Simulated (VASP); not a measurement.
Here is a VASP 6.6.1 calculation.

File INCAR:

```
SYSTEM = V
PREC = Accurate
ENCUT = 520
EDIFF = 1E-6
ISMEAR = -1
SIGMA = 0.05
LREAL = .False.
LASPH = .True.
NELM = 150
ALGO = Normal
ISIF = 2
LWAVE = .False.
LCHARG = .False.
ISPIN = 2
MAGMOM = 2
LORBIT = 11
LMAXMIX = 4
GGA = PE
NBANDS = 16
```

Contents of KPOINTS:

```
regular mesh
0
Gamma
  12 12 12
  0 0 0
```

POSCAR

```
V
1.0
   -1.5143500000      1.5143500000      1.5143500000
    1.5143500000     -1.5143500000      1.5143500000
    1.5143500000      1.5143500000     -1.5143500000
V
1
Direct
    0.0000000000      0.0000000000      0.0000000000
```

Potentials or basis: VASP PAW PBE potentials, release 64 (V_sv).

Run with:

```bash
$ cat potpaw_PBE.64/V_sv/POTCAR > POTCAR
$ mpirun -np 1 vasp_std > vasp.out
```

(1) Estimate the pressure.

(2) What does it give for the net moment?

Answers

(1) -5.2 GPa.

(2) 0.00 μB per cell.
